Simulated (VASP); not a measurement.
Set up this calculation in VASP 6.6.1, as the native input.

- Task: single point
- Functional: PBEsol
- Potentials or basis: VASP PAW PBE potentials, release 64 (Co, O)
- Cutoff: 520 eV
- k mesh: 18 × 18 × 18
- Occupations: gaussian, width 0.15 eV
- Spin: collinear spin, ferromagnetic start
- Starting moments: [2.64, 0.33] μB
- Dipole correction: no
- Further INCAR settings: ALGO = Normal; EDIFF = 1e-06; NBANDS = 18

The structure of CoO lies in POSCAR:

```
CoO
1.0
    1.5054695445      0.8691832468      2.4399269062
   -1.5054695445      0.8691832468      2.4399269062
    0.0000000000     -1.7383664936      2.4399269062
Co O
1 1
Direct
    0.0000000000      0.0000000000      0.0000000000
    0.5051231043      0.5051231043      0.5051231043
```

The input as run:

INCAR

```
PREC     = Accurate       # precision mode
ENCUT    = 520            # plane-wave cutoff, eV
EDIFF    = 1E-6           # SCF threshold, eV
ISMEAR   = 0              # smearing method
SIGMA    = 0.15           # smearing width, eV
LREAL    = F              # projectors in reciprocal space
LASPH    = T              # aspherical terms in the spheres
NELM     = 150            # most SCF steps
ALGO     = Normal         # electronic algorithm
ISIF     = 2              # what is computed and relaxed
LWAVE    = F              # write WAVECAR
LCHARG   = T              # write CHGCAR
ISPIN    = 2              # spin polarisation
MAGMOM   = 2.64 0.33      # initial moments
LORBIT   = 11             # projections on sites
LMAXMIX  = 4              # l up to which the mixer works
GGA      = PS             # functional
LELF     = T              # ELF
LVHAR    = T            
NBANDS   = 18             # bands
```

KPOINTS

```
regular mesh
0
Gamma
  18 18 18
```

Potentials or basis: VASP PAW PBE potentials, release 64 (Co, O).

Command:

```console
$ cat potpaw_PBE.64/Co/POTCAR potpaw_PBE.64/O/POTCAR > POTCAR
$ mpirun -np 1 vasp_std > vasp.out
```

It gave:

```yaml
Pressure: -9.5 GPa
Net_moment: 2.91 μB per cell
Site_moments: Co +2.54; O +0.31 μB
Valence_electrons_inside_the_program's_atomic_spheres: Co 7.82; O 4.95
```

Caveat: the cell stands under tension; the PAW data sets were made with another functional, which shifts forces and pressure a little; a cell with one magnetic atom can't hold antiferromagnetic order, which such compounds often take.

Run time: 6.7 min on 1 thread of Intel Xeon 8259CL, with other jobs on the host, peak memory 0.41 GiB.
